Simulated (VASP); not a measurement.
# SnSe2 (P-3m1) in VASP: a series of runs, part 2 of 2

VASP 6.6.1. Earlier steps stand in the parts before.

## Step 3: Relaxation of cell and atoms, PBE+D3(BJ), target pressure 5.1 GPa, at which the enthalpy is minimised

This run uses another cell than the first one, of 23.16 Å³/atom.

INCAR

```
SYSTEM = SnSe2
ALGO     = Normal         ! electronic algorithm
EDIFF    = 1E-6           ! SCF threshold, eV
EDIFFG   = -0.003         ! ionic threshold
ENCUT    = 600            ! plane-wave cutoff, eV
GGA      = PE             ! functional
IBRION   = 2              ! ionic algorithm
ISIF     = 3              ! what is computed and relaxed
ISMEAR   = 0              ! smearing method
IVDW     = 12             ! dispersion correction
LASPH    = .TRUE.         ! aspherical terms in the spheres
LCHARG   = .FALSE.        ! write CHGCAR
LREAL    = .FALSE.        ! projectors in reciprocal space
LWAVE    = .FALSE.        ! write WAVECAR
NELM     = 100            ! most SCF steps
NSW      = 50             ! ionic steps
PREC     = Accurate       ! precision mode
PSTRESS  = 51.0         
SIGMA    = 0.1            ! smearing width, eV
```

KPOINTS

```
k-points
0
G
  15 15 8
  0 0 0
```

POSCAR

```
SnSe2
1.0
    3.7931427058      0.0000000000      0.0000000000
   -1.8965713529      3.2849579434      0.0000000000
    0.0000000000      0.0000000000      5.5771681014
Sn Se
1 2
Direct
    0.0000000000      0.0000000000      0.0000000000
    0.3333333333      0.6666666667      0.2859024379
    0.6666666667      0.3333333333      0.7140975621
```

Potentials or basis: VASP PAW PBE potentials, release 64 (Sn_d, Se).

Launch:

```bash
$ cat potpaw_PBE.64/Sn_d/POTCAR potpaw_PBE.64/Se/POTCAR > POTCAR
$ mpirun -np 1 vasp_std > vasp.out
```

OUTCAR:

```text
SYSTEM = SnSe2
   EDIFF = 1E-6
   EDIFFG = -0.003
   ENCUT = 600
   GGA = PE
   IBRION = 2
   ISIF = 3
   ISMEAR = 0
   IVDW = 12
   LASPH = .TRUE.
   LREAL = .FALSE.
   NELM = 100
   NSW = 50
   PREC = Accurate
   PSTRESS = 51.0
 IVDW          = 12

 ion  position               nearest neighbor table
   1  0.000  0.000  0.000-   2 2.71   3 2.71   2 2.71   3 2.71   3 2.71   2 2.71
   2  0.333  0.667  0.286-   1 2.71   1 2.71   1 2.71
   3  0.667  0.333  0.714-   1 2.71   1 2.71   1 2.71

  LATTYP: Found a hexagonal cell.
 ALAT       =     3.7931427058
 C/A-ratio  =     1.4703291002

  Lattice vectors:

 A1 = (   3.7931427058,   0.0000000000,   0.0000000000)
 A2 = (  -1.8965713529,   3.2849579434,   0.0000000000)
 A3 = (   0.0000000000,   0.0000000000,   5.5771681014)

Analysis of symmetry for initial positions (statically):
=====================================================================
 Subroutine PRICEL returns:
 Original cell was already a primitive cell.

 Routine SETGRP: Setting up the symmetry group for a
 hexagonal supercell.

 Subroutine GETGRP returns: Found 12 space group operations
 (whereof 12 operations were pure point group operations)
 out of a pool of 24 trial point group operations.

The static configuration has the point symmetry D_3d.

Analysis of symmetry for dynamics (positions and initial velocities):
[... 158 lines left out ...]
  ext. energy  EPLUGINS =         0.00000000
  ---------------------------------------------------
  free energy    TOTEN  =       -11.59876818 eV

  energy without entropy =      -11.59667639  energy(sigma->0) =      -11.59772228

------------------------ aborting loop because EDIFF is reached ----------------------------------------

 Edisp (eV)   -1.21302

 E8    (eV) :    -0.5313
[... 116 lines left out ...]
  energy  without entropy=      -12.7896452963  energy(sigma->0) =      -12.79066477

  enthalpy is  TOTEN    =       -10.6020208329 eV   P V=        2.1896634055

[... ionic steps 4 to 13 ...]

--------------------------------------- Ionic step       14  -------------------------------------------

 number of electron      25.9999999 magnetization

------------------------ aborting loop because EDIFF is reached ----------------------------------------
[... 81 lines left out ...]
--------------------------------------- Ionic step       16  -------------------------------------------

 number of electron      25.9999999 magnetization

 Free energy of the ion-electron system (eV)
  ---------------------------------------------------
  ext. energy  EPLUGINS =         0.00000000
  ---------------------------------------------------
  free energy    TOTEN  =       -11.56080962 eV

  energy without entropy =      -11.55871811  energy(sigma->0) =      -11.55976387

 E-fermi :   6.0909     XC(G=0): -10.1569

 val. band max:        6.0737805179   @ k =   0.0000   0.3333   0.3750
 cond. band min:       6.1014963280   @ k =   0.1333   0.0000   0.0000
 fundamental gap:      0.0277158102
 Fermi energy:         6.0908754886

 k-point     1 :       0.0000    0.0000    0.0000
  band No.  band energies     occupation
      1     -15.7199      2.00000
      2     -15.7199      2.00000
      3     -15.6813      2.00000
      4     -15.6662      2.00000
      5     -15.6662      2.00000
      6      -8.8044      2.00000
[... 457 lines left out ...]
      4     -15.6524      2.00000
      5     -15.6447      2.00000
      6      -6.8400      2.00000
[... 9 lines left out ...]
     16      11.2983      0.00000
     17      11.9219      0.00000

 [... further k-points ...]

------------------------ aborting loop because EDIFF is reached ----------------------------------------

 Edisp (eV)   -1.22772

 E8    (eV) :    -0.5377
[... 30 lines left out ...]
  energy  without entropy=      -12.7864376230  energy(sigma->0) =      -12.78748338

  enthalpy is  TOTEN    =       -10.6021249077 eV   P V=        2.1864042244

 reached required accuracy - stopping structural energy minimisation
```

OSZICAR:

```text
N       E                     dE             d eps       ncg     rms          rms(c)
DAV:   1     0.207438828063E+03    0.20744E+03   -0.13708E+04  6571   0.199E+03
DAV:   2     0.107115851760E+02   -0.19673E+03   -0.19295E+03  7106   0.434E+02
DAV:   3    -0.110842006479E+02   -0.21796E+02   -0.20933E+02  8204   0.125E+02
DAV:   4    -0.118052523916E+02   -0.72105E+00   -0.71831E+00  7977   0.231E+01
[... 94 lines left out ...]
       N       E                     dE             d eps       ncg     rms          rms(c)
DAV:   1    -0.115608188926E+02   -0.69980E-03   -0.23468E-04  8450   0.213E-01    0.168E-02
DAV:   2    -0.115608125824E+02    0.63103E-05   -0.17139E-05  8268   0.659E-02    0.856E-03
DAV:   3    -0.115608099670E+02    0.26154E-05   -0.52662E-06  6610   0.386E-02    0.190E-03
DAV:   4    -0.115608096230E+02    0.34397E-06   -0.44360E-07  3631   0.710E-03
  16 F= -.10602125E+02 E0= -.10601079E+02  d E =-.202152E-05
```

Run time: 12 min. Hardware: 1 thread of AMD EPYC 9R45 (Zen 5), shared host; peak memory 0.41 GiB.

What came out:

```yaml
Free_energy: -12.7885 eV
Relaxed_volume: 22.90 Å³/atom
Relaxed_cell: a = 3.780 Å, b = 3.780 Å, c = 5.550 Å, α = 90.00°, β = 90.00°, γ = 120.00°
Space_group_after_relaxing_to_0.1_Å: P-3m1 (No. 164)
Energy_change_on_relaxing_the_run_minimises_the_enthalpy: +7.8 meV/atom
Ionic_steps: 16
Pressure_after_relaxing: 5.1 GPa
Band_gap_on_the_k_mesh: zero (bands 13 and 14 overlap by 0.24 eV)
Dispersion_energy_per_atom: -0.409 eV
```

Forces in eV/Å, atoms in the order of the input:
```
Sn   0.000  0.000  0.000
Se   0.000  0.000  0.003
Se   0.000  0.000 -0.003
```

Step by step:
| step | energy change (eV) | largest force (eV/Å) | pressure (GPa) | volume (Å³) |
| --- | --- | --- | --- | --- |
| 1 | 0.0000 | 0.0598 | 4.10 | 69.49 |
| 2 | 0.0461 | 0.1159 | 6.14 | 68.05 |
| 3 | 0.0201 | 0.0238 | 5.10 | 68.79 |
| 4 | 0.0197 | 0.0219 | 5.06 | 68.80 |
| 5 | 0.0206 | 0.0136 | 5.08 | 68.77 |
| 6 | 0.0218 | 0.0027 | 5.09 | 68.73 |
| 7 | 0.0223 | 0.0040 | 5.10 | 68.72 |
| 8 | 0.0237 | 0.0079 | 5.16 | 68.67 |
| 9 | 0.0237 | 0.0079 | 5.14 | 68.67 |
| 10 | 0.0238 | 0.0076 | 5.14 | 68.67 |
| 11 | 0.0238 | 0.0070 | 5.13 | 68.67 |
| 12 | 0.0239 | 0.0058 | 5.12 | 68.67 |
| 13 | 0.0239 | 0.0059 | 5.12 | 68.67 |
| 14 | 0.0238 | 0.0065 | 5.13 | 68.67 |
| 15 | 0.0237 | 0.0049 | 5.13 | 68.67 |
| 16 | 0.0233 | 0.0028 | 5.09 | 68.69 |

Final structure:
```xyz
3
Lattice="3.7801 0.0000 0.0000 -1.8901 3.2737 0.0000 0.0000 0.0000 5.5505" Properties=species:S:1:pos:R:3 pbc="T T T"
Sn    0.0000    0.0000    0.0000
Se    0.0000    2.1824    1.5896
Se    1.8901    1.0912    3.9609
```

Levels at points of the mesh, in eV from the Fermi level:
```
           k point  band 11  band 12  band 13  band 14  band 15  band 16
(0.00, 0.00, 0.00)    -1.12    -1.12    -0.19     0.47     2.69     4.32
(0.00, 0.00, 0.50)    -1.52    -0.63    -0.63     2.45     2.60     3.55
```

Caveat: the cell is relaxed towards a set pressure, so the run minimises the enthalpy, not the energy; semilocal functionals underestimate gaps, and a narrow one can read as zero; spin-orbit coupling is left out, which moves the levels of the heavy elements.

The gap in the log of VASP goes by the Fermi energy; the results here count the filled bands.